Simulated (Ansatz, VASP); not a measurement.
## One calculation of AlN, two programs

Contents of INCAR:

```
SYSTEM = AlN
ALGO = Normal
EDIFF = 1E-6
ENCUT = 520
GGA = PS
ISIF = 2
ISMEAR = 0
LASPH = .TRUE.
LCHARG = .FALSE.
LREAL = .FALSE.
LWAVE = .FALSE.
NBANDS = 11
NELM = 60
PREC = Accurate
SIGMA = 0.01
```

Contents of KPOINTS:

```
k-points
0
G
  8 8 8
  0 0 0
```

File POSCAR:

```
AlN
1.0
    0.0000000000      2.1886778373      2.1777344481
    2.1886778373      0.0000000000      2.1777344481
    2.1886778373      2.1886778373      0.0000000000
Al N
1 1
Direct
    0.0000000000      0.0000000000      0.0000000000
    0.2500000000      0.2500000000      0.2500000000
```

Input for Ansatz:

```yaml
crystal:
  lattice:
    - [0.0, 2.1886778373, 2.17773444811]
    - [2.1886778373, 0.0, 2.17773444811]
    - [2.1886778373, 2.1886778373, 0.0]
  atoms:
    - { symbol: Al, position: [0.0, 0.0, 0.0] }
    - { symbol: "N", position: [0.25, 0.25, 0.25] }
kpoints:
  mp_grid: { grid: [8, 8, 8] }
scf:
  occupations: { method: fixed }
  convergence: { dr2_threshold: 1.0e-10 }
hamiltonian:
  xc: pbesol
  pseudopotentials: { kind: all_electron, lapw: { basis_error: 0.0005 } }
output:
  forces: true
  stress: true
  eigenstates:
    kpoints:
      - [0.0, 0.0, 0.0]
      - [0.0, -0.5, -0.5]
      - [-0.5, 0.0, -0.5]
      - [-0.5, -0.5, 0.0]
      - [0.0, 0.5, 0.0]
      - [0.5, 0.0, 0.0]
      - [0.0, 0.0, 0.5]
      - [0.5, 0.5, 0.5]
  eigenvalues: true
```

Change from the starting cell: z stretched by -0.5 %, x and y held.

Alike in both runs: task single point; functional PBEsol; k mesh 8 × 8 × 8; no spin polarisation.

|  | VASP | Ansatz |
| --- | --- | --- |
| version | VASP 6.6.1 | Ansatz 0.2.0 |
| potentials or method | VASP PAW PBE potentials, release 64 (Al, N), cutoff 520 eV | all-electron LAPW, scalar-relativistic |
| occupations | gaussian, width 0.01 eV | fixed |

|  | VASP | Ansatz | Ansatz less VASP |
| --- | --- | --- | --- |
| gap on the k mesh at the Fermi level (eV) | 3.16 | 3.16 | +0.004 |
| pressure (GPa) | 1.0 | 0.9 | -0.13 |
| traceless stress, the component that is largest in VASP (GPa) | 0.42 | 0.42 | 0.000 |

VASP's potentials were made for PBE, not for PBEsol. Ansatz ran all-electron here, and VASP with PAW potentials.
